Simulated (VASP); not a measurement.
# Ba2SrN2 (P-3m1) in VASP: single point with r2SCAN

Aim: the single point of Ba2SrN2 with r2SCAN.

All numbers are computed with VASP 6.6.1; they aren't measurements. Logs are shortened: lines on timing, memory, paths and dates and some standing lists are left out, and cuts for length are marked.

## 1. The cell of the first run

It takes space group P-3m1 (No. 164, trigonal). Conventional cell: a = 3.931 Å, b = 3.931 Å, c = 10.561 Å, α = 90.00°, β = 90.00°, γ = 120.00°. Ba (site symmetry 3m) has 3 N at 2.62 Å within 3.5 Å. Within 4.0 Å of Sr (site symmetry -3m) lie 6 N at 2.83 Å and 6 Ba at 3.77 Å and 6 Sr at 3.93 Å. Within 3.5 Å of N (site symmetry 3m) lie 3 Ba at 2.62 Å and 3 Sr at 2.83 Å.

## 2. Single point, r2SCAN

The input, POSCAR:

```
Ba2SrN2
1.0
    3.9305736137      0.0000000000      0.0000000000
   -1.9652868068      3.4039766009      0.0000000000
    0.0000000000      0.0000000000     10.5606640099
Ba Sr N
2 1 2
Direct
    0.6666666700      0.3333333300      0.2154780000
    0.3333333300      0.6666666700      0.7845220000
    0.0000000000      0.0000000000      0.5000000000
    0.6666666700      0.3333333300      0.6607440000
    0.3333333300      0.6666666700      0.3392560000
```

The input, INCAR.step1:

```
SYSTEM = Ba2SrN2
PREC = Accurate ; ENCUT = 660
ISMEAR = 0 ; SIGMA = 0.1
LREAL = .FALSE. ; LASPH = .TRUE.
NELM = 120 ; NBANDS = 28
GGA = PE ; ALGO = Normal
EDIFF = 1E-5 ; LWAVE = .TRUE.
LCHARG = .FALSE. ; GGA_COMPAT = .FALSE.
```

The input, INCAR.step2:

```
SYSTEM = Ba2SrN2
PREC = Accurate ; ENCUT = 660
EDIFF = 1E-6 ; ISMEAR = 0
SIGMA = 0.1 ; LREAL = .FALSE.
LASPH = .TRUE. ; NELM = 120
ALGO = Normal ; ISIF = 2
LWAVE = .FALSE. ; LCHARG = .FALSE.
METAGGA = R2SCAN ; LMIXTAU = .TRUE.
NBANDS = 28 ; ISTART = 1
GGA_COMPAT = .FALSE.
```

The input, KPOINTS:

```
Automatic mesh
0
G
  6 6 2
  0 0 0
```

Potentials or basis: VASP PAW PBE potentials, release 64 (Ba_sv, Sr_sv, N).

Started as:

```console
cat potpaw_PBE.64/Ba_sv/POTCAR potpaw_PBE.64/Sr_sv/POTCAR potpaw_PBE.64/N/POTCAR > POTCAR
cp INCAR.step1 INCAR
mpirun -np 1 vasp_std > vasp.out
cp INCAR.step2 INCAR
mpirun -np 1 vasp_std > vasp.out
```

OUTCAR:

```text
SYSTEM = Ba2SrN2
   PREC = Accurate
   ENCUT = 660
   EDIFF = 1E-6
   ISMEAR = 0
   LREAL = .FALSE.
   LASPH = .TRUE.
   NELM = 120
   ISIF = 2
   METAGGA = R2SCAN
   ISTART = 1

 ion  position               nearest neighbor table
   1  0.667  0.333  0.215-   5 2.62   5 2.62   5 2.62   3 3.77   3 3.77   3 3.77
   2  0.333  0.667  0.785-   4 2.62   4 2.62   4 2.62   3 3.77   3 3.77   3 3.77
   3  0.000  0.000  0.500-   4 2.83   5 2.83   5 2.83   4 2.83   4 2.83   5 2.83   1 3.77   2 3.77
                             2 3.77   1 3.77   2 3.77   1 3.77
   4  0.667  0.333  0.661-   2 2.62   2 2.62   2 2.62   3 2.83   3 2.83   3 2.83
   5  0.333  0.667  0.339-   1 2.62   1 2.62   1 2.62   3 2.83   3 2.83   3 2.83

  LATTYP: Found a hexagonal cell.
 ALAT       =     3.9305736137
 C/A-ratio  =     2.6867997010

  Lattice vectors:

 A1 = (   3.9305736137,   0.0000000000,   0.0000000000)
 A2 = (  -1.9652868068,   3.4039766009,   0.0000000000)
 A3 = (   0.0000000000,   0.0000000000,  10.5606640099)

Analysis of symmetry for initial positions (statically):
=====================================================================
 Subroutine PRICEL returns:
 Original cell was already a primitive cell.

 Routine SETGRP: Setting up the symmetry group for a
 hexagonal supercell.

 Subroutine GETGRP returns: Found 12 space group operations
 (whereof 12 operations were pure point group operations)
 out of a pool of 24 trial point group operations.

The static configuration has the point symmetry D_3d.

Analysis of symmetry for dynamics (positions and initial velocities):
=====================================================================
 Subroutine PRICEL returns:
 Original cell was already a primitive cell.

 Routine SETGRP: Setting up the symmetry group for a
 hexagonal supercell.

 Subroutine GETGRP returns: Found 12 space group operations
 (whereof 12 operations were pure point group operations)
 out of a pool of 24 trial point group operations.

The dynamic configuration has the point symmetry D_3d.

 Subroutine INISYM returns: Found 12 space group operations
 (whereof 12 operations are pure point group operations),
 and found     1 'primitive' translations

----------------------------------------------------------------------------------------

                                     Primitive cell

  volume of cell :     141.2973

  direct lattice vectors                    reciprocal lattice vectors
     3.930573614  0.000000000  0.000000000     0.254415792  0.146887026  0.000000000
    -1.965286807  3.403976601  0.000000000     0.000000000  0.293774052  0.000000000
     0.000000000  0.000000000 10.560664010     0.000000000  0.000000000  0.094691016

  length of vectors
     3.930573614  3.930573614 10.560664010     0.293774052  0.293774052  0.094691016

  position of ions in fractional coordinates (direct lattice)
     0.666666670  0.333333330  0.215478000
     0.333333330  0.666666670  0.784522000
     0.000000000  0.000000000  0.500000000
     0.666666670  0.333333330  0.660744000
     0.333333330  0.666666670  0.339256000

  ion indices of the primitive-cell ions
   primitive index   ion index
                 1           1
                 2           2
                 3           3
                 4           4
                 5           5

----------------------------------------------------------------------------------------

 KPOINTS: Automatic mesh

Automatic generation of k-mesh.
 Grid dimensions read from file:
 generate k-points for:    6    6    2

 Generating k-lattice:

  Cartesian coordinates                     Fractional coordinates (reciprocal lattice)
     0.042402632  0.024481171  0.000000000     0.166666667  0.000000000  0.000000000
     0.000000000  0.048962342  0.000000000     0.000000000  0.166666667  0.000000000
     0.000000000  0.000000000  0.047345508     0.000000000  0.000000000  0.500000000

  Length of vectors
     0.048962342  0.048962342  0.047345508

  Shift w.r.t. Gamma in fractional coordinates (k-lattice)
     0.000000000  0.000000000  0.000000000

 Subroutine IBZKPT returns following result:
 ===========================================

 Found     14 irreducible k-points:

 Following reciprocal coordinates:
            Coordinates               Weight
  0.000000  0.000000  0.000000      1.000000
  0.166667  0.000000  0.000000      6.000000
  0.333333  0.000000  0.000000      6.000000
  0.500000 -0.000000  0.000000      3.000000
  0.166667  0.166667  0.000000      6.000000
  0.333333  0.166667  0.000000     12.000000
  0.333333  0.333333  0.000000      2.000000
  0.000000  0.000000  0.500000      1.000000
  0.166667  0.000000  0.500000      6.000000
  0.333333  0.000000  0.500000      6.000000
  0.500000 -0.000000  0.500000      3.000000
  0.166667  0.166667  0.500000      6.000000
  0.333333  0.166667  0.500000     12.000000
  0.333333  0.333333  0.500000      2.000000
   k-points           NKPTS =     14   k-points in BZ     NKDIM =     14   number of bands    NBANDS=     28
   number of dos      NEDOS =    301   number of ions     NIONS =      5
   total plane-waves  NPLWV = 116640
   dimension x,y,z NGX =    36 NGY =   36 NGZ =   90
   dimension x,y,z NGXF=    72 NGYF=   72 NGZF=  180
   ions per type =               2   1   2
   NGX,Y,Z   is equivalent  to a cutoff of  15.23, 15.23, 14.17 a.u.
   NGXF,Y,Z  is equivalent  to a cutoff of  30.45, 30.45, 28.34 a.u.
 SYSTEM =  Ba2SrN2
   PREC   = accura    normal or accurate (medium, high low for compatibility)
   ISTART =      1    job   : 0-new  1-cont  2-samecut
   ICHARG =      0    charge: 1-file 2-atom 10-const
   ISPIN  =      1    spin polarized calculation?
   LNONCOLLINEAR =      F non collinear calculations
   LSORBIT =      F    spin-orbit coupling
   LASPH  =      T    aspherical Exc in radial PAW
   ENCUT  =  660.0 eV  48.51 Ry    6.96 a.u.   8.23  8.23 22.12*2*pi/ulx,y,z
   NELM   =    120;   NELMIN=  2; NELMDL=  0     # of ELM steps
   EDIFF  = 0.1E-05   stopping-criterion for ELM
   LREAL  =      F    real-space projection
   EDIFFG = 0.1E-04   stopping-criterion for IOM
   NSW    =      0    number of steps for IOM
   IBRION =     -1    ionic relax: 0-MD 1-quasi-New 2-CG
   NFREE  =      0    steps in history (QN), initial steepest desc. (CG)
   ISIF   =      2    stress and relaxation
   ISYM   =      2    0-nonsym 1-usesym 2-fastsym
   POTIM  = 0.5000    time-step for ionic-motion
   TEBEG  =    0.0;   TEEND  =   0.0 temperature during run
   PSTRESS=    0.0 pullay stress
   NELECT =      40.0000    total number of electrons
   NUPDOWN=      -1.0000    fix difference up-down
   EMIN   =  10.00;   EMAX   =-10.00  energy-range for DOS
   EFERMI =   0.00;   METHOD = LEGACY
   ISMEAR =     0;   SIGMA  =   0.10  broadening in eV -4-tet -1-fermi 0-gaus
   EFERMI_NEDOS =   21; number of points for ismear=-14 and -15
   IALGO  =     38    algorithm
   IMIX   =      4    mixing-type and parameters
     AMIX     =   0.40;   BMIX     =  1.00
     AMIX_MAG =   1.60;   BMIX_MAG =  1.00
  volume/ion in A,a.u.               =      28.26       190.70
  Fermi-wavevector in a.u.,A,eV,Ry     =   1.074938  2.031339 15.721431  1.155493
  Thomas-Fermi vector in A             =   2.210781
   LORBIT       =      0    0 simple, 1 ext, 2 COOP (PROOUT), +10 PAW based schemes
   METAGGA = R2SCAN    functional components
   LHFCALC =     F    Hartree Fock is set to
   AEXX    =    0.0000 exact exchange contribution
   IVDW    =     0    specifies the selected vdW correction
   LEPSILON=     F    determine dielectric tensor
   LRPA    =     F    only Hartree local field effects (RPA)
 non-spin polarized calculation
 Gauss-broadening in eV      SIGMA  =   0.10
  energy-cutoff  :      660.00
  volume of cell :      141.30
 maximum number of plane-waves:      5480
 NGX is ok and might be reduce to    36
   NGX = 17   NGY = 17   NGZ = 45

 number of electron      40.0000002 magnetization

 Free energy of the ion-electron system (eV)
  ---------------------------------------------------
  ext. energy  EPLUGINS =         0.00000000
  ---------------------------------------------------
  free energy    TOTEN  =       -89.06572744 eV

  energy without entropy =      -89.05827260  energy(sigma->0) =      -89.06200002

 E-fermi :   1.7995     XC(G=0):  -9.0088

 val. band max:        1.7422965958   @ k =   0.5000  -0.0000   0.5000
 cond. band min:       2.0519599245   @ k =   0.1667   0.0000   0.5000
 fundamental gap:      0.3096633287
 Fermi energy:         1.7994716941

 k-point     1 :       0.0000    0.0000    0.0000
  band No.  band energies     occupation
      1     -32.9973      2.00000
      2     -25.8790      2.00000
      3     -25.8757      2.00000
      4     -14.6686      2.00000
      5     -14.2626      2.00000
      6     -14.2626      2.00000
[... 20 lines left out ...]
     27       7.1383      0.00000
     28       7.1433      0.00000

 k-point     2 :       0.1667    0.0000    0.0000
  band No.  band energies     occupation
      1     -32.9894      2.00000
      2     -25.8394      2.00000
      3     -25.8363      2.00000
      4     -14.6244      2.00000
      5     -14.3926      2.00000
      6     -14.2850      2.00000
[... 20 lines left out ...]
     27       6.7111      0.00000
     28       7.2839      0.00000

 k-point     3 :       0.3333    0.0000    0.0000
  band No.  band energies     occupation
      1     -32.9737      2.00000
      2     -25.7582      2.00000
      3     -25.7557      2.00000
      4     -14.6447      2.00000
      5     -14.5173      2.00000
      6     -14.3294      2.00000
[... 20 lines left out ...]
     27       7.2890      0.00000
     28       7.8808      0.00000

 k-point     4 :       0.5000   -0.0000    0.0000
  band No.  band energies     occupation
      1     -32.9658      2.00000
      2     -25.7165      2.00000
      3     -25.7147      2.00000
      4     -14.7554      2.00000
      5     -14.4671      2.00000
      6     -14.3513      2.00000
[... 20 lines left out ...]
     27       7.7633      0.00000
     28       8.1316      0.00000

 k-point     5 :       0.1667    0.1667    0.0000
  band No.  band energies     occupation
      1     -32.9776      2.00000
      2     -25.7788      2.00000
      3     -25.7761      2.00000
      4     -14.5556      2.00000
      5     -14.5515      2.00000
      6     -14.3424      2.00000
[... 20 lines left out ...]
     27       6.8616      0.00000
     28       7.5659      0.00000

 k-point     6 :       0.3333    0.1667    0.0000
  band No.  band energies     occupation
      1     -32.9658      2.00000
      2     -25.7166      2.00000
      3     -25.7149      2.00000
      4     -14.6885      2.00000
      5     -14.4753      2.00000
      6     -14.4184      2.00000
[... 153 lines left out ...]
      5     -14.4669      2.00000
      6     -14.3513      2.00000
[... 20 lines left out ...]
     27       7.7068      0.00000
     28       8.0323      0.00000

 k-point    12 :       0.1667    0.1667    0.5000
  band No.  band energies     occupation
      1     -32.9776      2.00000
      2     -25.7794      2.00000
      3     -25.7755      2.00000
      4     -14.5557      2.00000
      5     -14.5514      2.00000
      6     -14.3425      2.00000
[... 20 lines left out ...]
     27       6.9661      0.00000
     28       7.3626      0.00000

 k-point    13 :       0.3333    0.1667    0.5000
  band No.  band energies     occupation
      1     -32.9658      2.00000
      2     -25.7165      2.00000
      3     -25.7150      2.00000
      4     -14.6886      2.00000
      5     -14.4752      2.00000
      6     -14.4185      2.00000
[... 20 lines left out ...]
     27       7.3664      0.00000
     28       8.0599      0.00000

 k-point    14 :       0.3333    0.3333    0.5000
  band No.  band energies     occupation
      1     -32.9618      2.00000
      2     -25.6950      2.00000
      3     -25.6950      2.00000
      4     -14.5935      2.00000
      5     -14.5935      2.00000
      6     -14.4428      2.00000
[... 20 lines left out ...]
     27       6.6693      0.00000
     28       7.5883      0.00000

------------------------ aborting loop because EDIFF is reached ----------------------------------------

  FORCE on cell =-STRESS in cart. coord.  units (eV):
  Direction    XX          YY          ZZ          XY          YZ          ZX
  --------------------------------------------------------------------------------------
  -------------------------------------------------------------------------------------
  Total       -0.6499593     -0.6499593     -0.7024796     -0.0000000      0.0000000      0.0000000
  in kB       -7.3699240     -7.3699240     -7.9654551     -0.0000000      0.0000000      0.0000000
  external PRESSURE =      -7.5684343 kB  Pullay stress =       0.0000000 kB

 VOLUME and BASIS-vectors are now :
 -----------------------------------------------------------------------------
  energy-cutoff  :      660.00
  volume of cell :      141.30
      direct lattice vectors                 reciprocal lattice vectors
     3.930573614  0.000000000  0.000000000     0.254415792  0.146887026  0.000000000
    -1.965286807  3.403976601  0.000000000     0.000000000  0.293774052  0.000000000
     0.000000000  0.000000000 10.560664010     0.000000000  0.000000000  0.094691016

 POSITION                                       TOTAL-FORCE (eV/Angst)
 -----------------------------------------------------------------------------------
      1.96529      1.13466      2.27559         0.000000      0.000000      0.120875
     -0.00000      2.26932      8.28507        -0.000000     -0.000000     -0.120875
      0.00000      0.00000      5.28033        -0.000000      0.000000      0.000000
      1.96529      1.13466      6.97790        -0.000000     -0.000000      0.037403
     -0.00000      2.26932      3.58277         0.000000      0.000000     -0.037403
 -----------------------------------------------------------------------------------
    total drift:                                0.000000     -0.000000      0.000000

  FREE ENERGIE OF THE ION-ELECTRON SYSTEM (eV)
  ---------------------------------------------------
  free  energy   TOTEN  =       -89.0657274357 eV

  energy  without entropy=      -89.0582726010  energy(sigma->0) =      -89.06200002
```

Wall time 7.6 min (1 thread of Intel Xeon 8259CL, shared host); peak memory 0.42 GiB.

What came out:

```
Free energy            : -89.0657 eV
Pressure               : -0.8 GPa
Largest force          : 0.121 eV/Å
Band gap on the k mesh : zero (bands 20 and 21 overlap by 0.29 eV)
```

Forces on the atoms (eV/Å):
```
Ba   0.000  0.000  0.121
Ba   0.000  0.000 -0.121
Sr   0.000  0.000  0.000
N    0.000  0.000  0.037
N    0.000  0.000 -0.037
```

Caveat: semilocal functionals underestimate gaps, and a narrow one can read as zero; the PAW data sets were made with another functional, which shifts forces and pressure a little; spin-orbit coupling is left out, which moves the levels of the heavy elements.

The gap in the log of VASP goes by the Fermi energy; the results here count the filled bands.